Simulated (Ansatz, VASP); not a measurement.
## One calculation of AlV2C, two programs

INCAR

```
PREC     = Accurate       # precision mode
ENCUT    = 600            # plane-wave cutoff, eV
EDIFF    = 1E-7           # SCF threshold, eV
ISMEAR   = 0              # smearing method
SIGMA    = 0.1            # smearing width, eV
LREAL    = F              # projectors in reciprocal space
LASPH    = T              # aspherical terms in the spheres
NELM     = 120            # most SCF steps
ALGO     = Normal         # electronic algorithm
ISIF     = 3              # what is computed and relaxed
LWAVE    = F              # write WAVECAR
LCHARG   = F              # write CHGCAR
GGA      = PS             # functional
IBRION   = 2              # ionic algorithm
NSW      = 100            # ionic steps
EDIFFG   = -0.005         # ionic threshold
GGA_COMPAT= F            
NELMIN   = 4
```

Contents of KPOINTS:

```
regular mesh
0
Gamma
  12 12 4
```

The input POSCAR:

```
AlV2C
1.0
    2.8875990726      0.0000000000      0.0000000000
   -1.4437995363      2.5007341528      0.0000000000
    0.0000000000      0.0000000000     13.1048231100
Al V C
2 4 2
Direct
    0.3333333300      0.6666666700      0.2500000000
    0.6666666700      0.3333333300      0.7500000000
    0.3333333300      0.6666666700      0.5863842200
    0.6666666700      0.3333333300      0.4136157800
    0.6666666700      0.3333333300      0.0863842200
    0.3333333300      0.6666666700      0.9136157800
    0.0000000000      0.0000000000      0.0000000000
    0.0000000000      0.0000000000      0.5000000000
```

Input for Ansatz:

```yaml
crystal:
  lattice:
    - [2.8875990726, 0.0, 0.0]
    - [-1.4437995363, 2.5007341528, 0.0]
    - [0.0, 0.0, 13.10482311]
  atoms:
    - { symbol: Al, position: [0.33333333, 0.66666667, 0.25] }
    - { symbol: Al, position: [0.66666667, 0.33333333, 0.75] }
    - { symbol: V, position: [0.33333333, 0.66666667, 0.58638422] }
    - { symbol: V, position: [0.66666667, 0.33333333, 0.41361578] }
    - { symbol: V, position: [0.66666667, 0.33333333, 0.08638422] }
    - { symbol: V, position: [0.33333333, 0.66666667, 0.91361578] }
    - { symbol: C, position: [0.0, 0.0, 0.0] }
    - { symbol: C, position: [0.0, 0.0, 0.5] }
basis:
  ecutwfc: 420
kpoints:
  mp_grid: { grid: [12, 12, 4] }
hamiltonian:
  xc: pbesol
scf:
  occupations: { method: gaussian, width: 0.1 }
output:
  forces: true
  stress: true
  eigenvalues: true
relax:
  adjacent_minimum: "off"
  f_tol: 0.005
  max_steps: 80
  cell: { stress_tol: 0.05 }
```

Alike in both runs: task relaxation of cell and atoms; functional PBEsol; k mesh 12 × 12 × 4; occupations gaussian, width 0.1 eV; no spin polarisation.

|  | VASP | Ansatz |
| --- | --- | --- |
| version | VASP 6.6.1 | Ansatz 0.2.0 |
| potentials or method | VASP PAW PBE potentials, release 64 (Al, V_sv, C), cutoff 600 eV | scalar-relativistic, plane waves, PAW |
| valence electrons in the cell | 66 | 66 |

```csv
,VASP,Ansatz,Ansatz less VASP
"gap on the k mesh at the Fermi level, each at its own relaxed structure (eV)",none,none,-
relaxed volume (Å³/atom),11.68,11.67,-0.009
relaxed length of the cell vector where the two differ most in proportion (Å),2.878,2.877,-0.0008
```

VASP's potentials were made for PBE, not for PBEsol. A gap of «none» marks a metal or a gap that the smearing closes.
